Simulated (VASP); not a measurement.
Wanted: the native input for a VASP 6.6.1 run.

* Task: single point
* Functional: PBE
* Potentials or basis: VASP PAW PBE potentials, release 64 (Mo_sv, Ru_pv)
* Cutoff: 520 eV
* k mesh: 18 × 18 × 6
* Occupations: gaussian, width 0.1 eV
* Spin: no spin polarisation
* Dipole correction: no
* Further INCAR settings: ALGO = Fast; EDIFF = 1e-06; NBANDS = 36

The structure of Mo3Ru lies in POSCAR:

```
Mo3Ru
1.0
    2.7654173688      0.0000000000      0.0000000000
   -1.3827086844      2.3949216934      0.0000000000
    0.0000000000      0.0000000000      9.3297816948
Mo Ru
3 1
Direct
    0.3333333333      0.6666666667      0.7371500552
    0.3333333333      0.6666666667      0.2628499448
    0.6666666667      0.3333333333      0.0000000000
    0.6666666667      0.3333333333      0.5000000000
```

One way to write it, as run:

INCAR

```
PREC = Accurate
ENCUT = 520
EDIFF = 1E-6
ISMEAR = 0
SIGMA = 0.1
LREAL = False
LASPH = True
NELM = 80
ALGO = Fast
ISIF = 2
LWAVE = False
LCHARG = False
GGA = PE
NBANDS = 36
```

KPOINTS

```
regular mesh
0
Gamma
  18 18 6
```

Potentials or basis: VASP PAW PBE potentials, release 64 (Mo_sv, Ru_pv).

Command:

```console
$ cat potpaw_PBE.64/Mo_sv/POTCAR potpaw_PBE.64/Ru_pv/POTCAR > POTCAR
$ mpirun -np 1 vasp_std > vasp.out
```

It gave:

```yaml
Pressure: 0.4 GPa
Band_gap_on_the_k_mesh: zero (bands 28 and 29 overlap by 2.18 eV)
```

It took 2.8 min on 1 thread of Intel(R) Xeon(R) 6975P-C (Granite Rapids), on a shared host, peak memory 0.39 GiB.
